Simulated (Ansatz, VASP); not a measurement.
## Two plane-wave programs on AlO2

File INCAR:

```
SYSTEM = AlO2
PREC = Accurate
ENCUT = 520
EDIFF = 1E-7
ISMEAR = 0
SIGMA = 0.1
LREAL = .FALSE.
LASPH = .TRUE.
NELM = 150
ALGO = Fast
ISIF = 2
LWAVE = .FALSE.
LCHARG = .FALSE.
ISPIN = 2
MAGMOM = 0 0 0 0 0.5 0.5
LORBIT = 11
GGA = PS
NBANDS = 28
```

KPOINTS

```
regular mesh
0
G
  12 12 10
  0 0 0
```

POSCAR

```
AlO2
1.0
    1.4881620000     -5.4028330000      0.0000000000
    1.4881620000      5.4028330000      0.0000000000
    0.0000000000      0.0000000000      3.6466120000
Al O
2 4
Direct
    0.3318670000      0.6681330000      0.2500000000
    0.6681330000      0.3318670000      0.7500000000
    0.7058160000      0.2941840000      0.2500000000
    0.2941840000      0.7058160000      0.7500000000
    0.9389280000      0.0610720000      0.2500000000
    0.0610720000      0.9389280000      0.7500000000
```

Input for Ansatz:

```yaml
crystal:
  lattice:
    - [1.488162, -5.402833, 0.0]
    - [1.488162, 5.402833, 0.0]
    - [0.0, 0.0, 3.646612]
  atoms:
    - { symbol: Al, position: [0.331867, 0.668133, 0.25] }
    - { symbol: Al, position: [0.668133, 0.331867, 0.75] }
    - { symbol: O, position: [0.705816, 0.294184, 0.25] }
    - { symbol: O, position: [0.294184, 0.705816, 0.75] }
    - { symbol: O, position: [0.938928, 0.061072, 0.25], spin: 0.5 }
    - { symbol: O, position: [0.061072, 0.938928, 0.75], spin: 0.5 }
basis:
  ecutwfc: 420
kpoints:
  mp_grid: { grid: [12, 12, 10] }
hamiltonian:
  xc: pbesol
scf:
  occupations: { method: gaussian, width: 0.1 }
  lower_state_search: "off"
output:
  forces: true
  stress: true
  eigenvalues: true
  populations: true
magnetization:
  spin_polarized: true
```

Alike in both runs: task single point; functional PBEsol; k mesh 12 × 12 × 10; occupations gaussian, width 0.1 eV; collinear spin.

|  | VASP | Ansatz |
| --- | --- | --- |
| version | VASP 6.6.1 | Ansatz 0.2.0 |
| potentials or method | VASP PAW PBE potentials, release 64 (Al, O), cutoff 520 eV | scalar-relativistic, plane waves, PAW |
| valence electrons in the cell | 30 | 30 |

```csv
,VASP,Ansatz,Ansatz less VASP
gap on the k mesh at the Fermi level (eV),none,none,-
pressure (GPa),-5.1,-5.1,0.00
"traceless stress, the component that is largest in VASP (GPa)",0.55,0.39,-0.160
rms of the force components (eV/Å),0.042,0.046,+0.0037
net moment per atom (μB),0.32,0.32,0.000
size of the moment on the site where the two differ most (μB),0.72,0.74,+0.020
```

VASP's potentials were made for PBE, not for PBEsol. Site moments also hang on the region over which each program counts them. Atom by atom the forces differ by 0.007 eV/Å (rms over components). A gap of «none» marks a metal or a gap that the smearing closes. The functional is the same, so the differences come from potentials, cutoffs and numerics.
